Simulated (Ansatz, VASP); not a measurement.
## AsI: VASP beside Ansatz

```
As I
1.0
     0.00000    3.08121    3.08121
     3.08121    0.00000    3.08121
     3.08121    3.08121    0.00000
As I
1 1
Direct
  0.00000 0.00000 0.00000
  0.50000 0.50000 0.50000
```

Alike in both runs: functional PBE; k mesh 16 × 16 × 16; occupations gaussian, width 0.1 eV; no spin polarisation.

Ansatz relaxed the structure, and its values are those at the end. VASP's run is a single point on that final structure, the one shown.

|  | VASP | Ansatz |
| --- | --- | --- |
| version | VASP 6.6.1 | Ansatz 0.2.0 |
| potentials or method | VASP PAW PBE potentials, release 64 (As, I), cutoff 520 eV | scalar-relativistic, plane waves, PAW |
| valence electrons in the cell | 12 | 32 |

|  | VASP | Ansatz | Ansatz less VASP |
| --- | --- | --- | --- |
| gap on the k mesh at the Fermi level (eV) | none | none | - |
| pressure (GPa) | 0.0 | 0.0 | +0.02 |

A gap of «none» marks a metal or a gap that the smearing closes. The functional is the same, so the differences come from potentials, cutoffs and numerics. VASP's potentials hold 12 valence electrons a cell and Ansatz's 32, so a difference there can come from the potentials and not from the codes.

Spin-orbit coupling is off throughout.
